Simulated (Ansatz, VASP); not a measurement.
## Two plane-wave programs on TaO5

INCAR

```
SYSTEM = TaO5
ALGO = Normal ; EDIFF = 1E-6
ENCUT = 600 ; GGA = PE
GGA_COMPAT = .FALSE. ; ISIF = 2
ISMEAR = 0 ; LASPH = .TRUE.
LCHARG = .TRUE. ; LELF = .TRUE.
LREAL = .FALSE. ; LVHAR = .TRUE.
LWAVE = .FALSE. ; NBANDS = 30
NELM = 120 ; PREC = Accurate
SIGMA = 0.1
```

Contents of KPOINTS:

```
k-points
0
G
  6 6 4
  0 0 0
```

POSCAR

```
TaO5
1.0
    4.0114755400      0.0000000000      0.0000000000
   -2.0057377700      3.4740397200      0.0000000000
    0.0000000000      0.0000000000      4.8845214600
Ta O
1 5
Direct
    0.0000000000      0.0000000000      0.0000000000
    0.0000000000      0.0000000000      0.3585938700
    0.0000000000      0.0000000000      0.6414061300
    0.6215569100      0.0000000000      0.5000000000
    0.0000000000      0.6215569100      0.5000000000
    0.3784430900      0.3784430900      0.5000000000
```

Input for Ansatz:

```yaml
crystal:
  lattice:
    - [4.01147554, 0.0, 0.0]
    - [-2.00573777, 3.47403972, 0.0]
    - [0.0, 0.0, 4.88452146]
  atoms:
    - { symbol: Ta, position: [0.0, 0.0, 0.0] }
    - { symbol: O, position: [0.0, 0.0, 0.35859387] }
    - { symbol: O, position: [0.0, 0.0, 0.64140613] }
    - { symbol: O, position: [0.62155691, 0.0, 0.5] }
    - { symbol: O, position: [0.0, 0.62155691, 0.5] }
    - { symbol: O, position: [0.37844309, 0.37844309, 0.5] }
basis:
  ecutwfc: 420
kpoints:
  mp_grid: { grid: [6, 6, 4] }
hamiltonian:
  xc: pbe
scf:
  occupations: { method: gaussian, width: 0.1 }
  lower_state_search: "off"
output:
  forces: true
  stress: true
  eigenvalues: true
```

Alike in both runs: task single point; functional PBE; k mesh 6 × 6 × 4; occupations gaussian, width 0.1 eV; no spin polarisation.

|  | VASP | Ansatz |
| --- | --- | --- |
| version | VASP 6.6.1 | Ansatz 0.2.0 |
| potentials or method | VASP PAW PBE potentials, release 64 (Ta_sv_GW, O), cutoff 600 eV | scalar-relativistic, plane waves, PAW |
| valence electrons in the cell | 43 | 43 |

|  | VASP | Ansatz | Ansatz less VASP |
| --- | --- | --- | --- |
| gap on the k mesh at the Fermi level (eV) | none | none | - |
| rms of the force components (eV/Å) | 4.079 | 4.031 | -0.0480 |

Atom by atom the forces differ by 0.068 eV/Å (rms over components). A gap of «none» marks a metal or a gap that the smearing closes.

Spin-orbit coupling is off throughout.
